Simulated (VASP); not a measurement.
Input of a VASP 6.6.1 run:

INCAR

```
SYSTEM = MnS
  ALGO = Normal
  EDIFF = 1E-6
  ENCUT = 520
  GGA = PS
  ISIF = 2
  ISMEAR = 0
  LASPH = .True.
  LCHARG = .False.
  LDAU = .True.
  LDAUJ = 0.9 0
  LDAUL = 2 -1
  LDAUPRINT = 1
  LDAUTYPE = 1
  LDAUU = 4 0
  LMAXMIX = 4
  LREAL = .False.
  LWAVE = .False.
  NBANDS = 27
  NELM = 150
  PREC = Accurate
  SIGMA = 0.05
```

KPOINTS

```
k-points
0
Gamma
  6 6 6
  0 0 0
```

The input POSCAR:

```
MnS
1.0
    0.0000000000      2.6122498900      2.6122498900
    5.2244997800      2.6122498900      2.6122498900
    5.2244997800      5.2244997800      0.0000000000
Mn S
2 2
Direct
    0.0000000000      0.0000000000      0.0000000000
    0.0000000000      0.0000000000      0.5000000000
    0.5000000000      0.5000000000      0.0000000000
    0.5000000000      0.5000000000      0.5000000000
```

Potentials or basis: VASP PAW PBE potentials, release 64 (Mn_pv, S).

The run is started by

```bash
$ cat potpaw_PBE.64/Mn_pv/POTCAR potpaw_PBE.64/S/POTCAR > POTCAR
$ mpirun -np 1 vasp_std > vasp.out
```

What does it give for the pressure?

-21.4 GPa.

What does it give for the band gap on the k mesh?

Zero (bands 19 and 20 overlap by 0.24 eV).

Eigenvalues of the final occupation matrices:
| site | spin | trace | eigenvalues |
| --- | --- | --- | --- |
| site 1 d | 1 | 2.55 | 0.14 0.14 0.75 0.75 0.76 |
| site 1 d | 2 | 2.55 | 0.14 0.14 0.75 0.75 0.76 |
| site 2 d | 1 | 2.55 | 0.14 0.14 0.75 0.75 0.76 |
| site 2 d | 2 | 2.55 | 0.14 0.14 0.75 0.75 0.76 |

Caveat: the cell stands under tension; the PAW data sets were made with another functional, which shifts forces and pressure a little; the run has no spin polarisation, though such a crystal can be magnetic; U without spin polarisation on a metal has little footing. Spin polarisation is off, so any magnetic state and its effect on volume and gap are missing.
